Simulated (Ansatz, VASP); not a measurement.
**Two plane-wave programs on WS2**

```
CELL_PARAMETERS angstrom
1.57900 0.91164 6.16333
-1.57900 0.91164 6.16333
0.00000 -1.82327 6.16333
ATOMIC_POSITIONS crystal
W 0.00000 0.00000 0.00000
S 0.24970 0.24970 0.24970
S 0.41900 0.41900 0.41900
```

Alike in both runs: task single point; functional PBEsol; k mesh 4 × 4 × 4; occupations fermi-dirac, width 0.05 eV; no spin polarisation.

```csv
,VASP,Ansatz
version,VASP 6.6.1,Ansatz 0.2.0
potentials or method,"VASP PAW PBE potentials, release 64 (W_sv, S)","plane waves, PAW"
plane-wave cutoff (eV),520,420
valence electrons in the cell,26,26
```

```csv
,VASP,Ansatz,Ansatz less VASP
pressure (GPa),-0.9,-1.1,-0.12
"traceless stress, the component that is largest in VASP (GPa)",0.61,0.60,-0.016
rms of the force components (eV/Å),0.247,0.248,+0.0014
```

VASP's potentials were made for PBE, not for PBEsol. Atom by atom the forces differ by 0.009 eV/Å (rms over components). The functional is the same, so the differences come from potentials, cutoffs and numerics.

The k mesh is coarse, so the values compare programs but aren't converged. Spin-orbit coupling is off throughout.
